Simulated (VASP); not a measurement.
Wanted: the native input for a VASP 6.6.1 run.

```
Task                   : single point
Functional             : PBEsol
Potentials or basis    : VASP PAW PBE potentials, release 64 (Pb_d)
Cutoff                 : 520 eV
k mesh                 : 15 × 15 × 8
Occupations            : gaussian, width 0.1 eV
Spin                   : no spin polarisation
Dipole correction      : no
Further INCAR settings : ALGO = Fast; EDIFF = 1e-06; NBANDS = 21
```

The structure of Pb lies in POSCAR:

```
Pb
1.0
    3.4721652864      0.0000000000      0.0000000000
   -1.7360826432      3.0069833441      0.0000000000
    0.0000000000      0.0000000000      5.7272151528
Pb
2
Direct
    0.3333333333      0.6666666667      0.2500000000
    0.6666666667      0.3333333333      0.7500000000
```

This isn't the form of Pb at room conditions, which is fcc.

These files were run (other wordings do the same):

INCAR

```
SYSTEM = Pb
PREC = Accurate ; ENCUT = 520
EDIFF = 1E-6 ; ISMEAR = 0
SIGMA = 0.1 ; LREAL = .FALSE.
LASPH = .TRUE. ; NELM = 100
ALGO = Fast ; ISIF = 2
LWAVE = .FALSE. ; LCHARG = .FALSE.
GGA = PS ; NBANDS = 21
```

KPOINTS

```
Automatic mesh
0
G
  15 15 8
  0 0 0
```

Potentials or basis: VASP PAW PBE potentials, release 64 (Pb_d).

Command:

```sh
$ cat potpaw_PBE.64/Pb_d/POTCAR > POTCAR
$ mpirun -np 1 vasp_std > vasp.out
```

It gave:

The pressure is -0.1 GPa and the band gap on the k mesh is zero (bands 14 and 15 overlap by 7.89 eV).

Caveat: the PAW data sets were made with another functional, which shifts forces and pressure a little; spin-orbit coupling is left out, which moves the levels of the heavy elements.

Wall time 78 s on 1 thread of Intel(R) Xeon(R) 6975P-C (Granite Rapids), with other jobs on the host, peak memory 0.28 GiB.
